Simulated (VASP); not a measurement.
# HgTe (I-4m2) in VASP: a series of runs

HgTe is run at these levels: PBEsol; tasks: single point.

Program: VASP 6.6.1. These are calculated values, not measurements. Logs are shortened: lines on timing, memory, paths and dates and some standing lists are left out, and cuts for length are marked.

**1. The cell of the first run**

It takes space group I-4m2 (No. 119, tetragonal). Conventional cell: a = 6.142 Å, b = 6.142 Å, c = 3.145 Å, α = 90.00°, β = 90.00°, γ = 90.00°. Hg (site symmetry -4m2) has 2 Hg at 3.14 Å and 8 Te at 3.17 to 3.87 Å within 4.1 Å. Te (site symmetry -4m2) has 2 Te at 3.14 Å and 8 Hg at 3.17 to 3.87 Å within 4.1 Å.

**2. Single point, PBEsol**

The input, INCAR:

```
PREC     = Accurate       # precision mode
ENCUT    = 520            # plane-wave cutoff, eV
EDIFF    = 1E-6           # SCF threshold, eV
ISMEAR   = -1             # smearing method
SIGMA    = 0.1            # smearing width, eV
LREAL    = F              # projectors in reciprocal space
LASPH    = T              # aspherical terms in the spheres
NELM     = 60             # most SCF steps
ALGO     = Normal         # electronic algorithm
ISIF     = 2              # what is computed and relaxed
LWAVE    = F              # write WAVECAR
LCHARG   = T              # write CHGCAR
GGA      = PS             # functional
LELF     = T              # ELF
LVHAR    = T            
NBANDS   = 16             # bands
```

The input, KPOINTS:

```
Automatic mesh
0
Gamma
  8 8 8
```

The input, POSCAR:

```
HgTe
1.0
   -3.0707744142      3.0707744142      1.5722982704
    3.0707744142     -3.0707744142      1.5722982704
    3.0707744142      3.0707744142     -1.5722982704
Hg Te
1 1
Direct
    0.2500000000      0.7500000000      0.5000000000
    0.0000000000      0.0000000000      0.0000000000
```

Potentials or basis: VASP PAW PBE potentials, release 64 (Hg, Te).

The run is started by

```sh
$ cat potpaw_PBE.64/Hg/POTCAR potpaw_PBE.64/Te/POTCAR > POTCAR
$ mpirun -np 1 vasp_std > vasp.out
```

OUTCAR:

```text
PREC = Accurate
   ENCUT = 520
   EDIFF = 1E-6
   ISMEAR = -1
   LREAL = F
   LASPH = T
   NELM = 60
   ISIF = 2
   GGA = PS

 ion  position               nearest neighbor table
   1  0.250  0.750  0.500-   2 3.17   2 3.17   2 3.17   2 3.17
   2  0.000  0.000  0.000-   1 3.17   1 3.17   1 3.17   1 3.17

  LATTYP: Found a body centered tetragonal cell.
 ALAT       =     6.1415488284
 C/A-ratio  =     0.5120201156

  Lattice vectors:

 A1 = (  -3.0707744142,   3.0707744142,   1.5722982704)
 A2 = (   3.0707744142,  -3.0707744142,   1.5722982704)
 A3 = (   3.0707744142,   3.0707744142,  -1.5722982704)

Analysis of symmetry for initial positions (statically):
=====================================================================
 Subroutine PRICEL returns:
 Original cell was already a primitive cell.

 Routine SETGRP: Setting up the symmetry group for a
 body centered tetragonal supercell.

 Subroutine GETGRP returns: Found  8 space group operations
 (whereof  8 operations were pure point group operations)
 out of a pool of 16 trial point group operations.

The static configuration has the point symmetry D_2d.

Analysis of symmetry for dynamics (positions and initial velocities):
=====================================================================
 Subroutine PRICEL returns:
 Original cell was already a primitive cell.

 Routine SETGRP: Setting up the symmetry group for a
 body centered tetragonal supercell.

 Subroutine GETGRP returns: Found  8 space group operations
 (whereof  8 operations were pure point group operations)
 out of a pool of 16 trial point group operations.

The dynamic configuration has the point symmetry D_2d.

 Subroutine INISYM returns: Found  8 space group operations
 (whereof  8 operations are pure point group operations),
 and found     1 'primitive' translations

----------------------------------------------------------------------------------------

                                     Primitive cell

  volume of cell :      59.3049

  direct lattice vectors                    reciprocal lattice vectors
    -3.070774414  3.070774414  1.572298270     0.000000000  0.162825376  0.318005820
     3.070774414 -3.070774414  1.572298270     0.162825376  0.000000000  0.318005820
     3.070774414  3.070774414 -1.572298270     0.162825376  0.162825376  0.000000000

  length of vectors
     4.618596416  4.618596416  4.618596416     0.357267133  0.357267133  0.230269856

  position of ions in fractional coordinates (direct lattice)
     0.250000000  0.750000000  0.500000000
     0.000000000  0.000000000  0.000000000

  ion indices of the primitive-cell ions
   primitive index   ion index
                 1           1
                 2           2

----------------------------------------------------------------------------------------

 KPOINTS: Automatic mesh

Automatic generation of k-mesh.
 Grid dimensions read from file:
 generate k-points for:    8    8    8

 Generating k-lattice:

  Cartesian coordinates                     Fractional coordinates (reciprocal lattice)
     0.000000000  0.020353172  0.039750727     0.125000000  0.000000000  0.000000000
     0.020353172  0.000000000  0.039750727     0.000000000  0.125000000  0.000000000
     0.020353172  0.020353172  0.000000000     0.000000000  0.000000000  0.125000000

  Length of vectors
     0.044658392  0.044658392  0.028783732

  Shift w.r.t. Gamma in fractional coordinates (k-lattice)
     0.000000000  0.000000000  0.000000000

 Subroutine IBZKPT returns following result:
 ===========================================

 Found     59 irreducible k-points:

 Following reciprocal coordinates:
            Coordinates               Weight
  0.000000  0.000000  0.000000      1.000000
  0.125000  0.000000  0.000000      8.000000
  0.250000  0.000000  0.000000      8.000000
  0.375000  0.000000  0.000000      8.000000
  0.500000  0.000000  0.000000      4.000000
  0.125000  0.125000  0.000000      8.000000
[... 16 lines left out ...]
  0.250000  0.125000  0.125000     16.000000
  0.375000  0.125000  0.125000      8.000000
 [... further k-points ...]
   k-points           NKPTS =     59   k-points in BZ     NKDIM =     59   number of bands    NBANDS=     16
   number of dos      NEDOS =    301   number of ions     NIONS =      2
   total plane-waves  NPLWV =  46656
   dimension x,y,z NGX =    36 NGY =   36 NGZ =   36
   dimension x,y,z NGXF=    72 NGYF=   72 NGZF=   72
   ions per type =               1   1
   NGX,Y,Z   is equivalent  to a cutoff of  12.96, 12.96, 12.96 a.u.
   NGXF,Y,Z  is equivalent  to a cutoff of  25.92, 25.92, 25.92 a.u.
 SYSTEM =  unknown system
   PREC   = accura    normal or accurate (medium, high low for compatibility)
   ISTART =      0    job   : 0-new  1-cont  2-samecut
   ICHARG =      2    charge: 1-file 2-atom 10-const
   ISPIN  =      1    spin polarized calculation?
   LNONCOLLINEAR =      F non collinear calculations
   LSORBIT =      F    spin-orbit coupling
   LASPH  =      T    aspherical Exc in radial PAW
   ENCUT  =  520.0 eV  38.22 Ry    6.18 a.u.   8.59  8.59  8.59*2*pi/ulx,y,z
   NELM   =     60;   NELMIN=  2; NELMDL= -5     # of ELM steps
   EDIFF  = 0.1E-05   stopping-criterion for ELM
   LREAL  =      F    real-space projection
   EDIFFG = 0.1E-04   stopping-criterion for IOM
   NSW    =      0    number of steps for IOM
   IBRION =     -1    ionic relax: 0-MD 1-quasi-New 2-CG
   NFREE  =      0    steps in history (QN), initial steepest desc. (CG)
   ISIF   =      2    stress and relaxation
   ISYM   =      2    0-nonsym 1-usesym 2-fastsym
   POTIM  = 0.5000    time-step for ionic-motion
   TEBEG  =    0.0;   TEEND  =   0.0 temperature during run
   PSTRESS=    0.0 pullay stress
   NELECT =      18.0000    total number of electrons
   NUPDOWN=      -1.0000    fix difference up-down
   EMIN   =  10.00;   EMAX   =-10.00  energy-range for DOS
   EFERMI =   0.00;   METHOD = LEGACY
   ISMEAR =    -1;   SIGMA  =   0.10  broadening in eV -4-tet -1-fermi 0-gaus
   EFERMI_NEDOS =   21; number of points for ismear=-14 and -15
   IALGO  =     38    algorithm
   IMIX   =      4    mixing-type and parameters
     AMIX     =   0.40;   BMIX     =  1.00
     AMIX_MAG =   1.60;   BMIX_MAG =  1.00
  volume/ion in A,a.u.               =      29.65       200.10
  Fermi-wavevector in a.u.,A,eV,Ry     =   1.100193  2.079063 16.468817  1.210424
  Thomas-Fermi vector in A             =   2.236600
   LORBIT       =      0    0 simple, 1 ext, 2 COOP (PROOUT), +10 PAW based schemes
   GGA     = PS    functional components
   LHFCALC =     F    Hartree Fock is set to
   AEXX    =    0.0000 exact exchange contribution
   IVDW    =     0    specifies the selected vdW correction
   LEPSILON=     F    determine dielectric tensor
   LRPA    =     F    only Hartree local field effects (RPA)
 non-spin polarized calculation
  energy-cutoff  :      520.00
  volume of cell :       59.30
 maximum number of plane-waves:      1626
 NGX is ok and might be reduce to    36
   NGX = 17   NGY = 17   NGZ = 17

 number of electron      18.0000004 magnetization

 Free energy of the ion-electron system (eV)
  ---------------------------------------------------
  ext. energy  EPLUGINS =         0.00000000
  ---------------------------------------------------
  free energy    TOTEN  =        -4.09983567 eV

  energy without entropy =       -4.07905240  energy(sigma->0) =       -4.08944403

 E-fermi :   4.0181     XC(G=0):  -9.8764

 val. band max:        3.8850431693   @ k =  -0.2500  -0.3750   0.1250
 cond. band min:       4.0343670825   @ k =  -0.2500   0.5000   0.1250
 fundamental gap:      0.1493239132
 Fermi energy:         4.0181449231

 k-point     1 :       0.0000    0.0000    0.0000
  band No.  band energies     occupation
      1      -8.3243      2.00000
      2      -3.2419      2.00000
      3      -2.5671      2.00000
      4      -2.4962      2.00000
      5      -2.0845      2.00000
      6      -2.0845      2.00000
[... 8 lines left out ...]
     15      13.9948      0.00000
     16      14.8641      0.00000

 k-point     2 :       0.1250    0.0000    0.0000
  band No.  band energies     occupation
      1      -8.0858      2.00000
      2      -3.0215      2.00000
      3      -2.5373      2.00000
      4      -2.5137      2.00000
      5      -2.2028      2.00000
      6      -2.1987      2.00000
[... 8 lines left out ...]
     15      13.9735      0.00000
     16      14.0114      0.00000

 k-point     3 :       0.2500    0.0000    0.0000
  band No.  band energies     occupation
      1      -7.4143      2.00000
      2      -2.5774      2.00000
      3      -2.5320      2.00000
      4      -2.4705      2.00000
      5      -2.4168      2.00000
      6      -2.3938      2.00000
[... 8 lines left out ...]
     15      12.5813      0.00000
     16      13.5180      0.00000

 k-point     4 :       0.3750    0.0000    0.0000
  band No.  band energies     occupation
      1      -6.5047      2.00000
      2      -2.7436      2.00000
      3      -2.6601      2.00000
      4      -2.5095      2.00000
      5      -2.3364      2.00000
      6      -2.0636      2.00000
[... 8 lines left out ...]
     15      11.8505      0.00000
     16      14.9403      0.00000

 k-point     5 :       0.5000    0.0000    0.0000
  band No.  band energies     occupation
      1      -5.9789      2.00000
      2      -2.8367      2.00000
      3      -2.7184      2.00000
      4      -2.4656      2.00000
      5      -2.2996      2.00000
      6      -2.0752      2.00000
[... 8 lines left out ...]
     15      13.7408      0.00000
     16      14.0713      0.00000

 k-point     6 :       0.1250    0.1250    0.0000
  band No.  band energies     occupation
      1      -7.4642      2.00000
      2      -2.5561      2.00000
      3      -2.5112      2.00000
      4      -2.4645      2.00000
      5      -2.4435      2.00000
      6      -2.4049      2.00000
[... 8 lines left out ...]
     15      12.5085      0.00000
     16      12.5729      0.00000

 k-point     7 :       0.2500    0.1250    0.0000
  band No.  band energies     occupation
      1      -6.5673      2.00000
      2      -2.7489      2.00000
      3      -2.6885      2.00000
      4      -2.4996      2.00000
      5      -2.3555      2.00000
      6      -2.0059      2.00000
[... 8 lines left out ...]
     15      12.0958      0.00000
     16      13.5594      0.00000

 k-point     8 :       0.3750    0.1250    0.0000
  band No.  band energies     occupation
      1      -5.9786      2.00000
      2      -2.8596      2.00000
      3      -2.7356      2.00000
      4      -2.4524      2.00000
      5      -2.3055      2.00000
      6      -2.0139      2.00000
[... 8 lines left out ...]
     15      13.2122      0.00000
     16      14.1547      0.00000

 k-point     9 :       0.5000    0.1250    0.0000
  band No.  band energies     occupation
      1      -6.4114      2.00000
      2      -2.7590      2.00000
      3      -2.6369      2.00000
      4      -2.4750      2.00000
      5      -2.3192      2.00000
      6      -2.1343      2.00000
[... 8 lines left out ...]
     15      12.9362      0.00000
     16      14.4970      0.00000
[... 172 lines left out ...]
 k-point    19 :       0.5000    0.3750    0.0000
  band No.  band energies     occupation
      1      -7.6686      2.00000
      2      -3.0445      2.00000
      3      -2.7600      2.00000
      4      -2.6918      2.00000
      5      -2.1825      2.00000
      6      -2.1274      2.00000
[... 8 lines left out ...]
     15      14.6990      0.00000
     16      15.3708      0.00000

 k-point    20 :      -0.3750    0.3750    0.0000
  band No.  band energies     occupation
      1      -7.9295      2.00000
      2      -3.2782      2.00000
      3      -2.7551      2.00000
      4      -2.7365      2.00000
      5      -2.0790      2.00000
      6      -2.0414      2.00000
[... 8 lines left out ...]
     15      14.4670      0.00000
     16      16.3525      0.00000

 k-point    21 :       0.5000    0.5000    0.0000
  band No.  band energies     occupation
      1      -7.8485      2.00000
      2      -3.2982      2.00000
      3      -2.8544      2.00000
      4      -2.7930      2.00000
      5      -2.0632      2.00000
      6      -2.0352      2.00000
[... 8 lines left out ...]
     15      14.4385      0.00000
     16      14.6035      0.00000

 k-point    22 :       0.1250    0.1250    0.1250
  band No.  band energies     occupation
      1      -7.3232      2.00000
      2      -2.6207      2.00000
      3      -2.5468      2.00000
      4      -2.4711      2.00000
      5      -2.4363      2.00000
      6      -2.3491      2.00000
[... 8 lines left out ...]
     15      12.3864      0.00000
     16      13.1422      0.00000

 k-point    23 :       0.2500    0.1250    0.1250
  band No.  band energies     occupation
      1      -6.4468      2.00000
      2      -2.7573      2.00000
      3      -2.6342      2.00000
      4      -2.5053      2.00000
      5      -2.3444      2.00000
      6      -2.1083      2.00000
[... 8 lines left out ...]
     15      12.0784      0.00000
     16      13.5521      0.00000

 k-point    24 :       0.3750    0.1250    0.1250
  band No.  band energies     occupation
      1      -5.9469      2.00000
      2      -2.8706      2.00000
      3      -2.6630      2.00000
      4      -2.4561      2.00000
      5      -2.3173      2.00000
      6      -2.0770      2.00000
[... 8 lines left out ...]
     15      12.5182      0.00000
     16      13.4259      0.00000

 [... further k-points ...]
[... 5 lines left out ...]
  --------------------------------------------------------------------------------------
  -------------------------------------------------------------------------------------
  Total       -1.6930126     -1.6930126     -1.4692800      0.0000000      0.0000000      0.0000000
  in kB      -45.7383005    -45.7383005    -39.6939568      0.0000000      0.0000000      0.0000000
  external PRESSURE =     -43.7235193 kB  Pullay stress =       0.0000000 kB

 VOLUME and BASIS-vectors are now :
 -----------------------------------------------------------------------------
  energy-cutoff  :      520.00
  volume of cell :       59.30
      direct lattice vectors                 reciprocal lattice vectors
    -3.070774414  3.070774414  1.572298270     0.000000000  0.162825376  0.318005820
     3.070774414 -3.070774414  1.572298270     0.162825376  0.000000000  0.318005820
     3.070774414  3.070774414 -1.572298270     0.162825376  0.162825376  0.000000000

 POSITION                                       TOTAL-FORCE (eV/Angst)
 -----------------------------------------------------------------------------------
      3.07077      0.00000      0.78615        -0.000000     -0.000000     -0.000000
      0.00000      0.00000      0.00000         0.000000      0.000000      0.000000
 -----------------------------------------------------------------------------------
    total drift:                                0.000000     -0.000000     -0.000000

  FREE ENERGIE OF THE ION-ELECTRON SYSTEM (eV)
  ---------------------------------------------------
  free  energy   TOTEN  =        -4.0998356722 eV

  energy  without entropy=       -4.0790523967  energy(sigma->0) =       -4.08944403
```

Wall time 2.2 min (1 thread of AMD EPYC 7R13, shared host); peak memory 0.21 GiB.

What came out:

- Free energy: -4.0998 eV
- Pressure: -4.4 GPa
- Band gap on the k mesh: zero (band 9 reaches 5.40 eV, above the bottom of band 10 at 2.54 eV)

Caveat: the PAW data sets were made with another functional, which shifts forces and pressure a little; spin-orbit coupling is left out, which moves the levels of the heavy elements.

**3. Single point, PBEsol**

This run uses another cell than the first one, of 30.38 Å³/atom, 1.024 times its volume.

INCAR: that of step 2 with these lines changed.

```diff
@@ -7,3 +7,3 @@
 LASPH    = T              # aspherical terms in the spheres
-NELM     = 60             # most SCF steps
+NELM     = 80             # most SCF steps
 ALGO     = Normal         # electronic algorithm
@@ -11,6 +11,4 @@
 LWAVE    = F              # write WAVECAR
-LCHARG   = T              # write CHGCAR
+LCHARG   = F              # write CHGCAR
 GGA      = PS             # functional
-LELF     = T              # ELF
-LVHAR    = T            
 NBANDS   = 16             # bands
```

The input, KPOINTS:

```
regular mesh
0
Gamma
  8 8 8
```

The input, POSCAR:

```
HgTe
1.0
   -3.0955397935      3.0955397935      1.5849786428
    3.0955397935     -3.0955397935      1.5849786428
    3.0955397935      3.0955397935     -1.5849786428
Hg Te
1 1
Direct
    0.2500000000      0.7500000000      0.5000000000
    0.0000000000      0.0000000000      0.0000000000
```

Potentials or basis: VASP PAW PBE potentials, release 64 (Hg, Te).

The run is started by

```sh
$ cat potpaw_PBE.64/Hg/POTCAR potpaw_PBE.64/Te/POTCAR > POTCAR
$ mpirun -np 1 vasp_std > vasp.out
```

Wall time 1.9 min (1 thread of AMD EPYC 7R13, shared host); peak memory 0.21 GiB.

The run converged. Its results:

```yaml
Free_energy: -4.0576 eV
Pressure: -5.0 GPa
Band_gap_on_the_k_mesh: zero (band 9 reaches 5.08 eV, above the bottom of band 10 at 2.33 eV)
```

Stress tensor (GPa, compression positive):
```
-5.15  0.00  0.00
 0.00 -5.15  0.00
 0.00  0.00 -4.83
```

Levels at points of the mesh, in eV from the Fermi level:
```
           k point  band 7  band 8  band 9  band 10  band 11  band 12
(0.00, 0.00, 0.00)   -3.46   -2.28   -2.28     3.19     4.62     6.73
(0.50, 0.00, 0.00)   -4.37   -1.90   -1.03    -0.11     3.07     3.82
(0.50, 0.50, 0.00)   -5.87   -0.90    1.32     1.98     2.74     3.37
(0.50, 0.50, 0.50)   -4.22   -4.05   -4.05     2.90     7.21     7.68
```

Caveat: the PAW data sets were made with another functional, which shifts forces and pressure a little; spin-orbit coupling is left out, which moves the levels of the heavy elements.
